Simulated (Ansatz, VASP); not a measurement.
**Sn3O2: VASP beside Ansatz**

```
Sn O
1.0
     1.79946    1.03892    8.34140
    -1.79946    1.03892    8.34140
     0.00000   -2.07783    8.34140
Sn O
3 2
Cartesian
  0.0000 0.0000 0.0000
  0.0000 0.0000 5.2426
  0.0000 0.0000 19.7816
  0.0000 0.0000 10.0097
  0.0000 0.0000 15.0145
```

Alike in both runs: task single point; functional PBE; k mesh 6 × 6 × 6; occupations gaussian, width 0.1 eV; no spin polarisation.

|  | VASP | Ansatz |
| --- | --- | --- |
| version | VASP 6.6.1 | Ansatz 0.2.0 |
| potentials or method | VASP PAW PBE potentials, release 64 (Sn_d, O), cutoff 520 eV | scalar-relativistic, plane waves, PAW |
| valence electrons in the cell | 54 | 54 |

|  | VASP | Ansatz | Ansatz less VASP |
| --- | --- | --- | --- |
| gap on the k mesh at the Fermi level (eV) | none | none | - |
| pressure (GPa) | -0.1 | -0.1 | +0.02 |
| traceless stress, the component that is largest in VASP (GPa) | 3.16 | 3.17 | +0.013 |
| rms of the force components (eV/Å) | 0.545 | 0.552 | +0.0066 |

Atom by atom the forces differ by 0.007 eV/Å (rms over components). A gap of «none» marks a metal or a gap that the smearing closes. With one functional, cell and mesh, what is left measures potentials, basis and numerics.
